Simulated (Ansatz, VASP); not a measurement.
**Rb3S4: VASP beside Ansatz**

```
Rb S
1.0
     3.74828    0.00000    0.00000
     0.00000    3.74828    0.00000
     0.00000    0.00000   15.94084
Rb S
3 4
Direct
  0.00000 0.00000 0.82329
  0.50000 0.50000 0.50000
  0.00000 0.00000 0.17671
  0.50000 0.00000 0.66319
  0.00000 0.50000 0.33681
  0.50000 0.00000 0.00063
  0.00000 0.50000 0.99937
```

Change from the starting cell: ordered vacancies on the cation sites of zinc blende (P-4m2, No. 115).

Alike in both runs: functional PBE; k mesh 10 × 10 × 4; occupations gaussian, width 0.1 eV; no spin polarisation.

Ansatz relaxed the structure, and its values are those at the end. VASP's run is a single point on that final structure, the one shown.

```csv
,VASP,Ansatz
version,VASP 6.6.1,Ansatz 0.2.0
potentials or method,"VASP PAW PBE potentials, release 64 (Rb_sv, S), cutoff 520 eV","scalar-relativistic, plane waves, PAW"
valence electrons in the cell,51,51
```

```tsv
	VASP	Ansatz	Ansatz less VASP
gap on the k mesh at the Fermi level (eV)	none	none	-
pressure (GPa)	0.0	0.0	-0.02
```

A gap of «none» marks a metal or a gap that the smearing closes.
